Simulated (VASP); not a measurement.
# MgO (P6_3/mmc) in VASP: further runs

The runs below take MgO through single point, with PBE.

Everything below comes from runs of VASP 6.6.1. Logs are shortened: lines on timing, memory, paths and dates and some standing lists are left out, and cuts for length are marked.

## Step 1: The cell of the first run

Symmetry: P6_3/mmc, No. 194, hexagonal system. The conventional cell has a = 3.345 Å, b = 3.345 Å, c = 4.027 Å, α = 90.00°, β = 90.00°, γ = 120.00°. Mg (site symmetry -6m2) has 5 O at 1.93 to 2.01 Å within 2.6 Å. Within 2.6 Å of O (site symmetry -6m2) lie 5 Mg at 1.93 to 2.01 Å.

## Step 2: Single point, PBE

The input, INCAR:

```
  PREC = Accurate
  ENCUT = 520
  EDIFF = 1E-6
  ISMEAR = 0
  SIGMA = 0.05
  LREAL = False
  LASPH = True
  NELM = 100
  ALGO = Normal
  ISIF = 2
  LWAVE = False
  LCHARG = False
  GGA = PE
  NBANDS = 16
```

The input, KPOINTS:

```
Automatic mesh
0
Gamma
  9 9 6
```

The input, POSCAR:

```
MgO
1.0
    3.3453000000      0.0000000000      0.0000000000
   -1.6726500000      2.8971147833      0.0000000000
    0.0000000000      0.0000000000      4.0274000000
Mg O
2 2
Direct
    0.6666666667      0.3333333333      0.7500000000
    0.3333333333      0.6666666667      0.2500000000
    0.6666666667      0.3333333333      0.2500000000
    0.3333333333      0.6666666667      0.7500000000
```

Potentials or basis: VASP PAW PBE potentials, release 64 (Mg, O).

On the command line:

```sh
> cat potpaw_PBE.64/Mg/POTCAR potpaw_PBE.64/O/POTCAR > POTCAR
> mpirun -np 1 vasp_std > vasp.out
```

OUTCAR:

```text
PREC = Accurate
   ENCUT = 520
   EDIFF = 1E-6
   ISMEAR = 0
   LREAL = False
   LASPH = True
   NELM = 100
   ISIF = 2
   GGA = PE

 ion  position               nearest neighbor table
   1  0.667  0.333  0.750-   4 1.93   4 1.93   4 1.93   3 2.01   3 2.01   2 2.79   2 2.79   2 2.79
                             2 2.79   2 2.79   2 2.79
   2  0.333  0.667  0.250-   3 1.93   3 1.93   3 1.93   4 2.01   4 2.01   1 2.79   1 2.79   1 2.79
                             1 2.79   1 2.79   1 2.79
   3  0.667  0.333  0.250-   2 1.93   2 1.93   2 1.93   1 2.01   1 2.01
   4  0.333  0.667  0.750-   1 1.93   1 1.93   1 1.93   2 2.01   2 2.01

  LATTYP: Found a hexagonal cell.
 ALAT       =     3.3453000000
 C/A-ratio  =     1.2038980062

  Lattice vectors:

 A1 = (   3.3453000000,   0.0000000000,   0.0000000000)
 A2 = (  -1.6726500000,   2.8971147833,   0.0000000000)
 A3 = (   0.0000000000,   0.0000000000,   4.0274000000)

Analysis of symmetry for initial positions (statically):
=====================================================================
 Subroutine PRICEL returns:
 Original cell was already a primitive cell.

 Routine SETGRP: Setting up the symmetry group for a
 hexagonal supercell.

 Subroutine GETGRP returns: Found 24 space group operations
 (whereof 12 operations were pure point group operations)
 out of a pool of 24 trial point group operations.

The static configuration has the point symmetry D_3d.
 The point group associated with its full space group is D_6h.

Analysis of symmetry for dynamics (positions and initial velocities):
=====================================================================
 Subroutine PRICEL returns:
 Original cell was already a primitive cell.

 Routine SETGRP: Setting up the symmetry group for a
 hexagonal supercell.

 Subroutine GETGRP returns: Found 24 space group operations
 (whereof 12 operations were pure point group operations)
 out of a pool of 24 trial point group operations.

The dynamic configuration has the point symmetry D_3d.
 The point group associated with its full space group is D_6h.

 Subroutine INISYM returns: Found 24 space group operations
 (whereof 12 operations are pure point group operations),
 and found     1 'primitive' translations

----------------------------------------------------------------------------------------

                                     Primitive cell

  volume of cell :      39.0324

[... 88 lines left out ...]
   LSORBIT =      F    spin-orbit coupling
   LASPH  =      T    aspherical Exc in radial PAW
   ENCUT  =  520.0 eV  38.22 Ry    6.18 a.u.   6.22  6.22  7.49*2*pi/ulx,y,z
   NELM   =    100;   NELMIN=  2; NELMDL= -5     # of ELM steps
   EDIFF  = 0.1E-05   stopping-criterion for ELM
   LREAL  =      F    real-space projection
   EDIFFG = 0.1E-04   stopping-criterion for IOM
   NSW    =      0    number of steps for IOM
   IBRION =     -1    ionic relax: 0-MD 1-quasi-New 2-CG
   NFREE  =      0    steps in history (QN), initial steepest desc. (CG)
   ISIF   =      2    stress and relaxation
   ISYM   =      2    0-nonsym 1-usesym 2-fastsym
   POTIM  = 0.5000    time-step for ionic-motion
   TEBEG  =    0.0;   TEEND  =   0.0 temperature during run
   PSTRESS=    0.0 pullay stress
   NELECT =      16.0000    total number of electrons
   NUPDOWN=      -1.0000    fix difference up-down
   EMIN   =  10.00;   EMAX   =-10.00  energy-range for DOS
   EFERMI =   0.00;   METHOD = LEGACY
   ISMEAR =     0;   SIGMA  =   0.05  broadening in eV -4-tet -1-fermi 0-gaus
   EFERMI_NEDOS =   21; number of points for ismear=-14 and -15
   IALGO  =     38    algorithm
   IMIX   =      4    mixing-type and parameters
     AMIX     =   0.40;   BMIX     =  1.00
     AMIX_MAG =   1.60;   BMIX_MAG =  1.00
  volume/ion in A,a.u.               =       9.76        65.85
  Fermi-wavevector in a.u.,A,eV,Ry     =   1.216110  2.298115 20.121987  1.478924
  Thomas-Fermi vector in A             =   2.351475
   LORBIT       =      0    0 simple, 1 ext, 2 COOP (PROOUT), +10 PAW based schemes
   GGA     = PE    functional components
   LHFCALC =     F    Hartree Fock is set to
   AEXX    =    0.0000 exact exchange contribution
   IVDW    =     0    specifies the selected vdW correction
   LEPSILON=     F    determine dielectric tensor
   LRPA    =     F    only Hartree local field effects (RPA)
 non-spin polarized calculation
 Gauss-broadening in eV      SIGMA  =   0.05
  energy-cutoff  :      520.00
  volume of cell :       39.03
 maximum number of plane-waves:      1070
 NGX is ok and might be reduce to    28
   NGX = 13   NGY = 13   NGZ = 15

 number of electron      15.9999996 magnetization

 Free energy of the ion-electron system (eV)
  ---------------------------------------------------
  ext. energy  EPLUGINS =         0.00000000
  ---------------------------------------------------
  free energy    TOTEN  =       -23.22560226 eV

  energy without entropy =      -23.22560226  energy(sigma->0) =      -23.22560226

 E-fermi :   3.1328     XC(G=0): -10.6183

 val. band max:        2.8606196133   @ k =   0.0000   0.0000   0.0000
 cond. band min:       6.9224974460   @ k =   0.0000   0.0000   0.0000
 fundamental gap:      4.0618778327
 Fermi energy:         3.1327534875

 k-point     1 :       0.0000    0.0000    0.0000
  band No.  band energies     occupation
      1     -14.6575      2.00000
      2     -12.9348      2.00000
      3      -1.2483      2.00000
      4       0.8781      2.00000
      5       0.8781      2.00000
      6       1.8745      2.00000
[... 433 lines left out ...]
      3      -1.1255      2.00000
      4      -0.2697      2.00000
      5      -0.2697      2.00000
      6       1.5068      2.00000
[... 8 lines left out ...]
     15      17.8031      0.00000
     16      20.8409      0.00000

 [... further k-points ...]
[... 5 lines left out ...]
  --------------------------------------------------------------------------------------
  -------------------------------------------------------------------------------------
  Total        6.1469480      6.1469480      6.4422110      0.0000000     -0.0000000      0.0000000
  in kB      252.3158796    252.3158796    264.4356417      0.0000000     -0.0000000      0.0000000
  external PRESSURE =     256.3558003 kB  Pullay stress =       0.0000000 kB

 VOLUME and BASIS-vectors are now :
 -----------------------------------------------------------------------------
  energy-cutoff  :      520.00
  volume of cell :       39.03
      direct lattice vectors                 reciprocal lattice vectors
     3.345300000  0.000000000  0.000000000     0.298926853  0.172585499  0.000000000
    -1.672650000  2.897114783  0.000000000     0.000000000  0.345170998  0.000000000
     0.000000000  0.000000000  4.027400000     0.000000000  0.000000000  0.248299151

 POSITION                                       TOTAL-FORCE (eV/Angst)
 -----------------------------------------------------------------------------------
      1.67265      0.96570      3.02055         0.000000     -0.000000      0.000000
     -0.00000      1.93141      1.00685        -0.000000      0.000000      0.000000
      1.67265      0.96570      1.00685         0.000000      0.000000      0.000000
     -0.00000      1.93141      3.02055         0.000000      0.000000      0.000000
 -----------------------------------------------------------------------------------
    total drift:                               -0.000000      0.000000     -0.000000

  FREE ENERGIE OF THE ION-ELECTRON SYSTEM (eV)
  ---------------------------------------------------
  free  energy   TOTEN  =       -23.2256022571 eV

  energy  without entropy=      -23.2256022571  energy(sigma->0) =      -23.22560226
```

OSZICAR:

```text
N       E                     dE             d eps       ncg     rms          rms(c)
DAV:   1     0.620297897170E+02    0.62030E+02   -0.78084E+03  1552   0.905E+02
DAV:   2    -0.241096279067E+02   -0.86139E+02   -0.77848E+02  2144   0.205E+02
DAV:   3    -0.274258982677E+02   -0.33163E+01   -0.33075E+01  1776   0.408E+01
DAV:   4    -0.274382178580E+02   -0.12320E-01   -0.12319E-01  1824   0.290E+00
DAV:   5    -0.274382767023E+02   -0.58844E-04   -0.58844E-04  1736   0.189E-01    0.116E+01
DAV:   6    -0.232826067518E+02    0.41557E+01   -0.99354E+00  1608   0.253E+01    0.326E+00
DAV:   7    -0.232427062098E+02    0.39901E-01   -0.15619E-01  1592   0.305E+00    0.211E+00
DAV:   8    -0.232272388526E+02    0.15467E-01   -0.74156E-02  1648   0.298E+00    0.466E-01
DAV:   9    -0.232249392624E+02    0.22996E-02   -0.46663E-03  1872   0.623E-01    0.115E-01
DAV:  10    -0.232255918127E+02   -0.65255E-03   -0.85749E-04  1552   0.195E-01    0.356E-02
DAV:  11    -0.232256024550E+02   -0.10642E-04   -0.16120E-05  1656   0.357E-02    0.145E-02
DAV:  12    -0.232256022571E+02    0.19788E-06   -0.63092E-06  1552   0.200E-02
   1 F= -.23225602E+02 E0= -.23225602E+02  d E =-.792076E-17
```

stdout:

```text
POSCAR found type information on POSCAR MgO
 POSCAR found :  2 types and       4 ions
 scaLAPACK will be used
 LDA part: xc-table for (Slater+PW92), standard interpolation
 POSCAR, INCAR and KPOINTS ok, starting setup
 FFT: planning ... GRIDC
 FFT: planning ... GRID_SOFT
 FFT: planning ... GRID
 WAVECAR not read
 entering main loop
```

It took 16 s on 1 thread of Intel Xeon Platinum 8488C (Sapphire Rapids), shared host; peak memory 0.17 GiB.

Results:

* Free energy: -23.2256 eV
* Pressure: 25.6 GPa
* Band gap on the k mesh: 4.06 eV, direct

Levels at points of the mesh, in eV from the valence-band top:
```csv
k point,band 4,band 5,band 6,band 7,band 8,band 9,band 10,band 11,band 12,band 13
"(0.00, 0.00, 0.00)",-1.98,-1.98,-0.99,-0.99,0.00,4.06,10.48,13.20,13.41,13.41
"(0.00, 0.00, 0.50)",-2.67,-1.51,-1.51,-1.51,-1.51,7.13,7.13,13.76,13.76,13.76
```

## Step 3: Single point, PBE

This run uses another cell than the first one, of 9.96 Å³/atom, 1.021 times its volume.

The input, INCAR:

```
SYSTEM = MgO
PREC     = Accurate       ! precision mode
ENCUT    = 520            ! plane-wave cutoff, eV
EDIFF    = 1E-6           ! SCF threshold, eV
ISMEAR   = 0              ! smearing method
SIGMA    = 0.05           ! smearing width, eV
LREAL    = .FALSE.        ! projectors in reciprocal space
LASPH    = .TRUE.         ! aspherical terms in the spheres
NELM     = 60             ! most SCF steps
ALGO     = Normal         ! electronic algorithm
ISIF     = 2              ! what is computed and relaxed
LWAVE    = .FALSE.        ! write WAVECAR
LCHARG   = .FALSE.        ! write CHGCAR
GGA      = PE             ! functional
NBANDS   = 16             ! bands
```

The input, KPOINTS:

```
Automatic mesh
0
G
  9 9 6
  0 0 0
```

Changes to POSCAR since step 2:

```diff
@@ -4,3 +4,3 @@
    -1.6726500000      2.8971147833      0.0000000000
-    0.0000000000      0.0000000000      4.0274000000
+    0.0000000000      0.0000000000      4.1122000000
 Mg O
```

Potentials or basis: VASP PAW PBE potentials, release 64 (Mg, O).

On the command line:

```sh
> cat potpaw_PBE.64/Mg/POTCAR potpaw_PBE.64/O/POTCAR > POTCAR
> mpirun -np 1 vasp_std > vasp.out
```

OUTCAR:

```text
SYSTEM = MgO
   PREC = Accurate
   ENCUT = 520
   EDIFF = 1E-6
   ISMEAR = 0
   LREAL = .FALSE.
   LASPH = .TRUE.
   NELM = 60
   ISIF = 2
   GGA = PE

 ion  position               nearest neighbor table
   1  0.667  0.333  0.750-   4 1.93   4 1.93   4 1.93   3 2.06   3 2.06   2 2.82   2 2.82   2 2.82
                             2 2.82   2 2.82   2 2.82
   2  0.333  0.667  0.250-   3 1.93   3 1.93   3 1.93   4 2.06   4 2.06   1 2.82   1 2.82   1 2.82
                             1 2.82   1 2.82   1 2.82
   3  0.667  0.333  0.250-   2 1.93   2 1.93   2 1.93   1 2.06   1 2.06
   4  0.333  0.667  0.750-   1 1.93   1 1.93   1 1.93   2 2.06   2 2.06

  LATTYP: Found a hexagonal cell.
 ALAT       =     3.3453000000
 C/A-ratio  =     1.2292470033

  Lattice vectors:

 A1 = (   3.3453000000,   0.0000000000,   0.0000000000)
 A2 = (  -1.6726500000,   2.8971147833,   0.0000000000)
 A3 = (   0.0000000000,   0.0000000000,   4.1122000000)

Analysis of symmetry for initial positions (statically):
=====================================================================
 Subroutine PRICEL returns:
 Original cell was already a primitive cell.

 Routine SETGRP: Setting up the symmetry group for a
 hexagonal supercell.

[... 171 lines left out ...]
  energy without entropy =      -23.33892206  energy(sigma->0) =      -23.33892206

 E-fermi :   3.0431     XC(G=0): -10.5269

 val. band max:        2.7331201598   @ k =   0.0000   0.0000   0.0000
 cond. band min:       6.6727939840   @ k =   0.0000   0.0000   0.0000
 fundamental gap:      3.9396738242
 Fermi energy:         3.0431173476

 k-point     1 :       0.0000    0.0000    0.0000
  band No.  band energies     occupation
      1     -14.6962      2.00000
      2     -13.0743      2.00000
      3      -1.3683      2.00000
      4       0.8106      2.00000
      5       0.8106      2.00000
      6       1.7343      2.00000
[... 433 lines left out ...]
      3      -1.1713      2.00000
      4      -0.3592      2.00000
      5      -0.3592      2.00000
      6       1.3277      2.00000
[... 8 lines left out ...]
     15      17.3544      0.00000
     16      20.5222      0.00000

 [... further k-points ...]
[... 5 lines left out ...]
  --------------------------------------------------------------------------------------
  -------------------------------------------------------------------------------------
  Total        5.6981693      5.6981693      4.3845785      0.0000000      0.0000000      0.0000000
  in kB      229.0714322    229.0714322    176.2639236      0.0000000      0.0000000      0.0000000
  external PRESSURE =     211.4689293 kB  Pullay stress =       0.0000000 kB

 VOLUME and BASIS-vectors are now :
 -----------------------------------------------------------------------------
  energy-cutoff  :      520.00
  volume of cell :       39.85
      direct lattice vectors                 reciprocal lattice vectors
     3.345300000  0.000000000  0.000000000     0.298926853  0.172585499  0.000000000
    -1.672650000  2.897114783  0.000000000     0.000000000  0.345170998  0.000000000
     0.000000000  0.000000000  4.112200000     0.000000000  0.000000000  0.243178834

 POSITION                                       TOTAL-FORCE (eV/Angst)
 -----------------------------------------------------------------------------------
      1.67265      0.96570      3.08415        -0.000000      0.000000      0.000000
     -0.00000      1.93141      1.02805         0.000000     -0.000000      0.000000
      1.67265      0.96570      1.02805         0.000000      0.000000     -0.000000
     -0.00000      1.93141      3.08415         0.000000      0.000000     -0.000000
 -----------------------------------------------------------------------------------
    total drift:                               -0.000000      0.000000     -0.000000

  FREE ENERGIE OF THE ION-ELECTRON SYSTEM (eV)
  ---------------------------------------------------
  free  energy   TOTEN  =       -23.3389220614 eV

  energy  without entropy=      -23.3389220614  energy(sigma->0) =      -23.33892206
```

Wall time 16 s (1 thread of Intel Xeon Platinum 8488C (Sapphire Rapids), shared host); peak memory 0.17 GiB.

What came out:

```
Free energy            : -23.3389 eV
Pressure               : 21.1 GPa
Band gap on the k mesh : 3.94 eV, direct
```

Stress tensor (GPa, compression positive):
```
22.91  0.00  0.00
 0.00 22.91  0.00
 0.00  0.00 17.63
```

(Continued in part 2 of 2.)
